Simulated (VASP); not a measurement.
# YAl7N8 (sol) (Cm) in VASP: further runs

The runs below take YAl7N8 (sol) through single point, with PBEsol.

All numbers are computed with VASP 6.6.1; they aren't measurements. Logs are shortened: lines on timing, memory, paths and dates and some standing lists are left out, and cuts for length are marked.

## 1. The cell of the first run

It takes space group Cm (No. 8, monoclinic). Conventional cell: a = 10.170 Å, b = 6.384 Å, c = 7.506 Å, α = 90.00°, β = 132.16°, γ = 90.00°. Y (site symmetry m) has 4 N at 2.08 to 2.24 Å within 2.7 Å. Al (site symmetry 1) has 4 N at 1.84 to 2.02 Å within 2.4 Å. Within 2.5 Å of Al (site symmetry m) lie 4 N at 1.86 to 2.08 Å. Al (site symmetry 1) has 4 N at 1.89 to 1.98 Å within 2.5 Å. Within 2.5 Å of Al (site symmetry m) lie 4 N at 1.91 to 1.98 Å. Al (site symmetry m) has 4 N at 1.89 to 2.02 Å within 2.5 Å. N (site symmetry m) has 3 Al at 1.89 Å and 1 Y at 2.24 Å within 2.5 Å. Within 2.6 Å of N (site symmetry m) lie 4 Al at 1.94 to 2.08 Å.

## 2. Single point, PBEsol

File INCAR:

```
SYSTEM = YAl7N8
ALGO = Normal
EDIFF = 1E-6
ENCUT = 520
GGA = PS
ISIF = 2
ISMEAR = 0
LASPH = .True.
LCHARG = .True.
LELF = .True.
LREAL = Auto
LVHAR = .True.
LWAVE = .False.
NBANDS = 50
NELM = 80
PREC = Accurate
SIGMA = 0.01
```

File KPOINTS:

```
k-points
0
Gamma
  6 6 6
  0 0 0
```

File POSCAR:

```
YAl7N8
1.0
    3.1921404571     -0.0214751083      5.0848961774
    3.1921404571      0.0214751083     -5.0848961774
   -3.1921404571      5.5642344291     -0.0233967361
Y Al N
1 7 8
Direct
    0.1656454949      0.1760246554      0.3416701489
    0.1666257911      0.1780076795      0.8356524233
    0.6573574435      0.6706375982      0.3279950402
    0.6576447453      0.6690266337      0.8356524233
    0.0795401059      0.5848547883      0.1604684837
    0.5756136939      0.0809283763      0.1604684837
    0.0749116614      0.5971608644      0.6720725273
    0.5862558597      0.0823509132      0.6686067744
    0.3825321771      0.9528247235      0.3353568991
    0.8637764521      0.4676242504      0.3314007010
    0.3623981156      0.9770432370      0.8311556712
    0.8541124357      0.4687575571      0.8311556712
    0.2844316410      0.4008520308      0.1513308204
    0.2820757711      0.4157001161      0.6977758887
    0.7504787881      0.8668991779      0.1513308204
    0.7845998234      0.8833073983      0.6679072231
```

Potentials or basis: VASP PAW PBE potentials, release 64 (Y_sv, Al, N).

Started as:

```
$ cat potpaw_PBE.64/Y_sv/POTCAR potpaw_PBE.64/Al/POTCAR potpaw_PBE.64/N/POTCAR > POTCAR
$ mpirun -np 1 vasp_std > vasp.out
```

OUTCAR:

```text
SYSTEM = YAl7N8
   EDIFF = 1E-6
   ENCUT = 520
   GGA = PS
   ISIF = 2
   ISMEAR = 0
   LASPH = .True.
   LREAL = Auto
   NELM = 80
   PREC = Accurate

 ion  position               nearest neighbor table
   1  0.166  0.176  0.342-  13 2.08  15 2.08  14 2.08   9 2.24  10 3.02   5 3.15   6 3.15   2 3.16
                             4 3.16   8 3.17   6 3.19   5 3.19   3 3.19   3 3.19   7 3.20   4 3.25
   2  0.167  0.178  0.836-  13 1.84  14 1.85  16 1.92  11 2.02   8 3.09   5 3.11   7 3.11   6 3.13
                             4 3.13   3 3.16   7 3.16   1 3.16   8 3.20   4 3.25   1 3.25   3 3.26
   3  0.657  0.671  0.328-  15 1.86  13 1.86  16 1.94  10 2.08   6 3.10   5 3.10   8 3.11   7 3.13
                             2 3.16   4 3.16   5 3.19   6 3.19   1 3.19   1 3.19   4 3.26   2 3.26
   4  0.658  0.669  0.836-  15 1.84  14 1.85  16 1.92  12 2.02   8 3.09   6 3.11   7 3.11   5 3.13
                             2 3.13   3 3.16   7 3.16   1 3.16   8 3.20   2 3.25   1 3.25   3 3.26
   5  0.080  0.585  0.160-   9 1.89  12 1.91  10 1.94  13 1.98   3 3.10   2 3.11   4 3.13   1 3.15
                             7 3.15   6 3.17   8 3.18   1 3.19   3 3.19   6 3.22   8 3.24   7 3.27
   6  0.576  0.081  0.160-   9 1.89  11 1.91  10 1.94  15 1.98   3 3.10   4 3.11   2 3.13   1 3.15
                             7 3.15   5 3.17   8 3.18   1 3.19   3 3.19   5 3.22   8 3.24   7 3.27
   7  0.075  0.597  0.672-  12 1.91  11 1.91  10 1.94  14 1.98   4 3.11   2 3.11   3 3.13   6 3.15
                             5 3.15   2 3.16   4 3.16   8 3.19   8 3.19   1 3.20   5 3.27   6 3.27
   8  0.586  0.082  0.669-   9 1.89  11 1.91  12 1.91  16 2.02   4 3.09   2 3.09   3 3.11   1 3.17
                             5 3.18   6 3.18   7 3.19   7 3.19   2 3.20   4 3.20   6 3.24   5 3.24
   9  0.383  0.953  0.335-   8 1.89   6 1.89   5 1.89   1 2.24
  10  0.864  0.468  0.331-   5 1.94   6 1.94   7 1.94   3 2.08   1 3.02
  11  0.362  0.977  0.831-   7 1.91   6 1.91   8 1.91   2 2.02
  12  0.854  0.469  0.831-   7 1.91   5 1.91   8 1.91   4 2.02
  13  0.284  0.401  0.151-   2 1.84   3 1.86   5 1.98   1 2.08
  14  0.282  0.416  0.698-   2 1.85   4 1.85   7 1.98   1 2.08
  15  0.750  0.867  0.151-   4 1.84   3 1.86   6 1.98   1 2.08
  16  0.785  0.883  0.668-   4 1.92   2 1.92   3 1.94   8 2.02

  LATTYP: Found a base centered monoclinic cell.
 ALAT       =    10.1698830505
 B/A-ratio  =     0.6277634544
 C/A-ratio  =     0.7380676204
 COS(beta)  =    -0.6711969762

  Lattice vectors:

 A1 = (   3.1921404571,   0.0214751083,  -5.0848961774)
 A2 = (  -3.1921404571,   0.0214751083,  -5.0848961774)
 A3 = (   0.0000000000,   5.5427593208,   5.0614994413)

Analysis of symmetry for initial positions (statically):
=====================================================================
 Subroutine PRICEL returns:
 Original cell was already a primitive cell.

 Routine SETGRP: Setting up the symmetry group for a
 base centered monoclinic supercell.

 Subroutine GETGRP returns: Found  2 space group operations
 (whereof  2 operations were pure point group operations)
 out of a pool of  4 trial point group operations.

The static configuration has the point symmetry C_1h.

Analysis of symmetry for dynamics (positions and initial velocities):
=====================================================================
 Subroutine PRICEL returns:
 Original cell was already a primitive cell.

 Routine SETGRP: Setting up the symmetry group for a
 base centered monoclinic supercell.

 Subroutine GETGRP returns: Found  2 space group operations
 (whereof  2 operations were pure point group operations)
 out of a pool of  4 trial point group operations.

The dynamic configuration has the point symmetry C_1h.

 Subroutine INISYM returns: Found  2 space group operations
 (whereof  2 operations are pure point group operations),
 and found     1 'primitive' translations

----------------------------------------------------------------------------------------

                                     Primitive cell

  volume of cell :     180.6308

  direct lattice vectors                    reciprocal lattice vectors
     3.192140457 -0.021475108  5.084896177     0.156634712  0.090274689  0.098711683
     3.192140457  0.021475108 -5.084896177     0.156634712  0.089447746 -0.097952659
    -3.192140457  5.564234429 -0.023396736     0.000000000  0.179722435  0.000759024

  length of vectors
     6.003864673  6.003864673  6.414905524     0.205980457  0.205256073  0.179724037

  position of ions in fractional coordinates (direct lattice)
     0.165645495  0.176024655  0.341670149
     0.166625791  0.178007679  0.835652423
     0.657357443  0.670637598  0.327995040
[... 44 lines left out ...]
     0.026105785  0.015045781  0.016451947     0.166666667 -0.000000000 -0.000000000
     0.026105785  0.014907958 -0.016325443     0.000000000  0.166666667  0.000000000
     0.000000000  0.029953739  0.000126504    -0.000000000  0.000000000  0.166666667

  Length of vectors
     0.034330076  0.034209345  0.029954006

  Shift w.r.t. Gamma in fractional coordinates (k-lattice)
     0.000000000  0.000000000  0.000000000

 Subroutine IBZKPT returns following result:
 ===========================================

 Found     68 irreducible k-points:

 Following reciprocal coordinates:
            Coordinates               Weight
  0.000000  0.000000  0.000000      1.000000
  0.166667 -0.000000  0.000000      4.000000
  0.333333 -0.000000  0.000000      4.000000
  0.500000 -0.000000  0.000000      2.000000
  0.000000  0.166667  0.000000      4.000000
  0.166667  0.166667  0.000000      4.000000
[... 16 lines left out ...]
  0.333333 -0.000000  0.166667      4.000000
  0.500000  0.000000  0.166667      4.000000
 [... further k-points ...]
   k-points           NKPTS =     68   k-points in BZ     NKDIM =     68   number of bands    NBANDS=     50
   number of dos      NEDOS =    301   number of ions     NIONS =     16
   total plane-waves  NPLWV = 110592
   dimension x,y,z NGX =    48 NGY =   48 NGZ =   48
   dimension x,y,z NGXF=    96 NGYF=   96 NGZF=   96
   ions per type =               1   7   8
   NGX,Y,Z   is equivalent  to a cutoff of  13.29, 13.29, 12.44 a.u.
   NGXF,Y,Z  is equivalent  to a cutoff of  26.58, 26.58, 24.88 a.u.
 SYSTEM =  YAl7N8
   PREC   = accura    normal or accurate (medium, high low for compatibility)
   ISTART =      0    job   : 0-new  1-cont  2-samecut
   ICHARG =      2    charge: 1-file 2-atom 10-const
   ISPIN  =      1    spin polarized calculation?
   LNONCOLLINEAR =      F non collinear calculations
   LSORBIT =      F    spin-orbit coupling
   LASPH  =      T    aspherical Exc in radial PAW
   ENCUT  =  520.0 eV  38.22 Ry    6.18 a.u.  11.16 11.16 11.93*2*pi/ulx,y,z
   NELM   =     80;   NELMIN=  2; NELMDL= -5     # of ELM steps
   EDIFF  = 0.1E-05   stopping-criterion for ELM
   LREAL  =      T    real-space projection
   EDIFFG = 0.1E-04   stopping-criterion for IOM
   NSW    =      0    number of steps for IOM
   IBRION =     -1    ionic relax: 0-MD 1-quasi-New 2-CG
   NFREE  =      0    steps in history (QN), initial steepest desc. (CG)
   ISIF   =      2    stress and relaxation
   ISYM   =      2    0-nonsym 1-usesym 2-fastsym
   POTIM  = 0.5000    time-step for ionic-motion
   TEBEG  =    0.0;   TEEND  =   0.0 temperature during run
   PSTRESS=    0.0 pullay stress
   NELECT =      72.0000    total number of electrons
   NUPDOWN=      -1.0000    fix difference up-down
   EMIN   =  10.00;   EMAX   =-10.00  energy-range for DOS
   EFERMI =   0.00;   METHOD = LEGACY
   ISMEAR =     0;   SIGMA  =   0.01  broadening in eV -4-tet -1-fermi 0-gaus
   EFERMI_NEDOS =   21; number of points for ismear=-14 and -15
   IALGO  =     38    algorithm
   IMIX   =      4    mixing-type and parameters
     AMIX     =   0.40;   BMIX     =  1.00
     AMIX_MAG =   1.60;   BMIX_MAG =  1.00
  volume/ion in A,a.u.               =      11.29        76.18
  Fermi-wavevector in a.u.,A,eV,Ry     =   1.204819  2.276777 19.750058  1.451588
  Thomas-Fermi vector in A             =   2.340533
   LORBIT       =      0    0 simple, 1 ext, 2 COOP (PROOUT), +10 PAW based schemes
   GGA     = PS    functional components
   LHFCALC =     F    Hartree Fock is set to
   AEXX    =    0.0000 exact exchange contribution
   IVDW    =     0    specifies the selected vdW correction
   LEPSILON=     F    determine dielectric tensor
   LRPA    =     F    only Hartree local field effects (RPA)
 non-spin polarized calculation
 Gauss-broadening in eV      SIGMA  =   0.01
  energy-cutoff  :      520.00
  volume of cell :      180.63
 maximum number of plane-waves:      4892
 NGX is ok and might be reduce to    48
   NGX = 23   NGY = 23   NGZ = 23

 number of electron      72.0000002 magnetization

 Free energy of the ion-electron system (eV)
  ---------------------------------------------------
  ext. energy  EPLUGINS =         0.00000000
  ---------------------------------------------------
  free energy    TOTEN  =      -126.13536904 eV

  energy without entropy =     -126.13536904  energy(sigma->0) =     -126.13536904

 E-fermi :   5.7043     XC(G=0): -10.9892

 val. band max:        5.6224246801   @ k =   0.0000   0.5000   0.0000
 cond. band min:       8.7158159866   @ k =   0.0000   0.0000   0.0000
 fundamental gap:      3.0933913065
 Fermi energy:         5.7042613245

 k-point     1 :       0.0000    0.0000    0.0000
  band No.  band energies     occupation
      1     -33.5133      2.00000
      2     -14.2608      2.00000
      3     -14.2468      2.00000
      4     -14.0400      2.00000
      5      -9.3372      2.00000
      6      -7.5653      2.00000
[... 1213 lines left out ...]
     47      13.1602      0.00000
     48      13.3156      0.00000

 [... further k-points ...]

 [bands above 48 left out]

------------------------ aborting loop because EDIFF is reached ----------------------------------------

  FORCE on cell =-STRESS in cart. coord.  units (eV):
  Direction    XX          YY          ZZ          XY          YZ          ZX
  --------------------------------------------------------------------------------------
  -------------------------------------------------------------------------------------
  Total        4.4343922      4.2580527     -6.6589209      0.0000000      0.1961053     -0.0000000
  in kB       39.3326220     37.7685081    -59.0639730      0.0000000      1.7394345     -0.0000000
  external PRESSURE =       6.0123857 kB  Pullay stress =       0.0000000 kB

 VOLUME and BASIS-vectors are now :
 -----------------------------------------------------------------------------
  energy-cutoff  :      520.00
  volume of cell :      180.63
      direct lattice vectors                 reciprocal lattice vectors
     3.192140457 -0.021475108  5.084896177     0.156634712  0.090274689  0.098711683
     3.192140457  0.021475108 -5.084896177     0.156634712  0.089447746 -0.097952659
    -3.192140457  5.564234429 -0.023396736     0.000000000  0.179722435  0.000759024

 POSITION                                       TOTAL-FORCE (eV/Angst)
 -----------------------------------------------------------------------------------
      0.00000      1.90136     -0.06077         0.000000      0.022275      0.937653
     -1.56740      4.65001     -0.07743        -0.007045     -0.002730      0.765049
      3.19214      1.82533     -0.07520         0.000000      0.013016      0.426436
      1.56740      4.65001     -0.07743         0.007045     -0.002730      0.765049
      1.60860      0.90374     -2.57323        -0.015665     -0.039592      0.903193
      1.58354      0.88226      2.51167         0.015665     -0.039592      0.903193
[... 8 lines left out ...]
      4.67983      0.84454     -0.59553        -0.756538     -0.435584     -1.075076
      3.19214      3.71851     -0.51754         0.000000     -0.043373     -0.679059
 -----------------------------------------------------------------------------------
    total drift:                               -0.000003      0.007385      0.004393

  FREE ENERGIE OF THE ION-ELECTRON SYSTEM (eV)
  ---------------------------------------------------
  free  energy   TOTEN  =      -126.1353690400 eV

  energy  without entropy=     -126.1353690400  energy(sigma->0) =     -126.13536904
```

Run time: 21 min. Hardware: 1 thread of Intel Xeon Platinum 8259CL at 2.50GHz (Skylake/Cascade Lake), shared host; peak memory 0.57 GiB.

Results:

```
Free energy            : -126.1354 eV
Pressure               : 0.6 GPa
Largest force          : 1.468 eV/Å
Band gap on the k mesh : 3.09 eV, indirect (least direct gap 3.29 eV)
```

Forces in eV/Å, atoms in the order of the input:
```
Y    0.000  0.022  0.938
Al  -0.007 -0.003  0.765
Al   0.000  0.013  0.426
Al   0.007 -0.003  0.765
Al  -0.016 -0.040  0.903
Al   0.016 -0.040  0.903
Al   0.000  0.027  0.860
Al   0.000  0.041  0.824
N    0.000  0.011 -0.347
N    0.000  0.028 -0.435
N   -0.023  0.011 -0.782
N    0.023  0.011 -0.782
N    0.757 -0.436 -1.075
N    0.000  0.834 -1.208
N   -0.757 -0.436 -1.075
N    0.000 -0.043 -0.679
```

Stress tensor (GPa, compression positive):
```
 3.93  0.00  0.00
 0.00  3.78  0.17
 0.00  0.17 -5.91
```

Caveat: the PAW data sets were made with another functional, which shifts forces and pressure a little.

## 3. Single point, PBEsol

File INCAR:

```
PREC = Accurate
ENCUT = 520
EDIFF = 1E-6
ISMEAR = 0
SIGMA = 0.01
LREAL = Auto
LASPH = T
NELM = 80
ALGO = Normal
ISIF = 2
LWAVE = F
LCHARG = T
GGA = PS
LELF = T
LVHAR = T
NBANDS = 50
```

File KPOINTS:

```
Automatic mesh
0
Gamma
  6 6 6
```

File POSCAR:

```
YAl7N8
1.0
    3.1921404571     -0.0214751083      5.0848961774
    3.1921404571      0.0214751083     -5.0848961774
   -3.1921404571      5.5642344291     -0.0233967361
Y Al N
1 7 8
Direct
    0.1606198199      0.1795791286      0.3401989455
    0.1614271227      0.1812122073      0.8352431716
    0.6537943658      0.6751427285      0.3289370913
    0.6540309673      0.6738160519      0.8352431716
    0.0750036160      0.5897921780      0.1615622813
    0.5717701003      0.0865586623      0.1615622813
    0.0711919559      0.5999265936      0.6711185525
    0.5805342368      0.0877301632      0.6682644031
    0.3833500288      0.9516497729      0.3349997987
    0.8679041376      0.4638376185      0.3317417531
    0.3667690370      0.9715944310      0.8315399639
    0.8599455359      0.4647709300      0.8315399639
    0.2878554685      0.3941428483      0.1540371468
    0.2859153403      0.4063706832      0.6922860266
    0.7598942955      0.8661816753      0.1540371468
    0.7879939716      0.8796943274      0.6676883020
```

Potentials or basis: VASP PAW PBE potentials, release 64 (Y_sv, Al, N).

Started as:

```
$ cat potpaw_PBE.64/Y_sv/POTCAR potpaw_PBE.64/Al/POTCAR potpaw_PBE.64/N/POTCAR > POTCAR
$ mpirun -np 1 vasp_std > vasp.out
```

Run time: 23 min. Hardware: 1 thread of Intel Xeon Platinum 8259CL at 2.50GHz (Skylake/Cascade Lake), shared host; peak memory 0.57 GiB.

The run converged. Its results:

| Item | Value |
| --- | --- |
| Free energy | -125.2505 eV |
| Pressure | 2.4 GPa |
| Largest force | 2.676 eV/Å |
| Band gap on the k mesh | 2.99 eV, indirect (least direct gap 3.02 eV) |

Forces in eV/Å, atoms in the order of the input:
```
Y    0.000  0.044  1.655
Al   0.022  0.037  1.102
Al   0.000 -0.022  0.603
Al  -0.022  0.037  1.102
Al  -0.037 -0.067  1.321
Al   0.037 -0.067  1.321
Al   0.000  0.031  1.235
Al   0.000  0.057  1.256
N    0.000  0.023 -0.538
N    0.000  0.063 -0.649
N   -0.052  0.019 -1.160
N    0.052  0.019 -1.160
N    1.731 -1.009 -1.620
N    0.000  1.930 -1.854
N   -1.731 -1.009 -1.620
N    0.000 -0.085 -0.994
```

Stress tensor (GPa, compression positive):
```
 8.32  0.00  0.00
 0.00  7.94  0.32
 0.00  0.32 -9.18
```

Levels at points of the mesh, in eV from the valence-band top:
| k point | band 33 | band 34 | band 35 | band 36 | band 37 | band 38 | band 39 | band 40 |
| --- | --- | --- | --- | --- | --- | --- | --- | --- |
| (0.00, 0.00, 0.00) | -1.05 | -0.57 | -0.25 | -0.03 | 2.99 | 4.31 | 4.51 | 4.53 |
| (0.50, 0.00, 0.00) | -0.96 | -0.71 | -0.55 | -0.01 | 4.60 | 4.94 | 5.02 | 5.25 |
| (0.00, 0.50, 0.00) | -0.89 | -0.78 | -0.33 | 0.00 | 4.57 | 4.79 | 5.00 | 5.29 |
| (0.50, 0.50, 0.00) | -1.31 | -1.10 | -0.55 | -0.20 | 4.41 | 4.53 | 4.61 | 4.78 |
| (0.00, 0.00, 0.50) | -0.62 | -0.45 | -0.20 | -0.16 | 4.69 | 4.97 | 4.99 | 5.07 |
| (0.50, 0.50, 0.50) | -1.58 | -0.68 | -0.42 | -0.14 | 4.61 | 4.65 | 5.08 | 5.52 |

Caveat: the PAW data sets were made with another functional, which shifts forces and pressure a little.
